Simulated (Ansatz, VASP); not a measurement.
# One calculation of SnO2, two programs

```
CELL_PARAMETERS angstrom
0.00000 2.52160 2.52160
2.52160 0.00000 2.52160
2.52160 2.52160 0.00000
ATOMIC_POSITIONS crystal
Sn 0.00000 0.00000 0.00000
O 0.75000 0.75000 0.75000
O 0.25000 0.25000 0.25000
```

Change from the starting cell: volume scaled by 0.94.

Alike in both runs: task single point; functional PBE; k mesh 9 × 9 × 9; occupations fermi-dirac, width 0.05 eV; no spin polarisation.

|  | VASP | Ansatz |
| --- | --- | --- |
| version | VASP 6.6.1 | Ansatz 0.2.0 |
| potentials or method | VASP PAW PBE potentials, release 64 (Sn_d, O), cutoff 520 eV | all-electron LAPW, scalar-relativistic |

```csv
,VASP,Ansatz,Ansatz less VASP
gap on the k mesh at the Fermi level (eV),0.51,0.52,+0.013
least direct gap on the mesh (eV),1.85,1.86,+0.010
pressure (GPa),13.4,12.6,-0.84
```

Ansatz ran all-electron here, and VASP with PAW potentials.
